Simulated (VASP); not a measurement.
Ag, 1 atom in the cell. The structure is orthorhombic, space group Fmmm (No. 69). The conventional cell has a = 3.311 Å, b = 4.542 Å, c = 4.823 Å, α = 90.00°, β = 90.00°, γ = 90.00°. Ag (site symmetry mmm) has 14 Ag at 2.81 to 3.31 Å within 3.7 Å.  This cell differs from its parent crystal: strain -0.0600 x Voigt [0, 0, 0, 0, 1, 0].

```yaml
Program: VASP 6.6.1
Task: single point
Functional: PBEsol
Potentials_or_basis: VASP PAW PBE potentials, release 64 (Ag)
Cutoff: 520 eV
k_mesh: 20 × 20 × 20
Occupations: gaussian, width 0.15 eV
Spin: no spin polarisation
Dipole_correction: no
Further_INCAR_settings: ALGO = Fast; EDIFF = 1e-06; NBANDS = 12
```

Potentials or basis: VASP PAW PBE potentials, release 64 (Ag).

Command:

```bash
$ cat potpaw_PBE.64/Ag/POTCAR > POTCAR
$ mpirun -np 1 vasp_std > vasp.out
```

Hardware: 1 thread of AMD EPYC 7R13 Processor (Zen 3), on a shared host.

Q: Estimate the wall time of this run.

A: Run time: 2.9 min on 1 thread of AMD EPYC 7R13 Processor (Zen 3), on a shared host, peak memory 0.31 GiB. Counts: scf iterations 11, k points 1166.
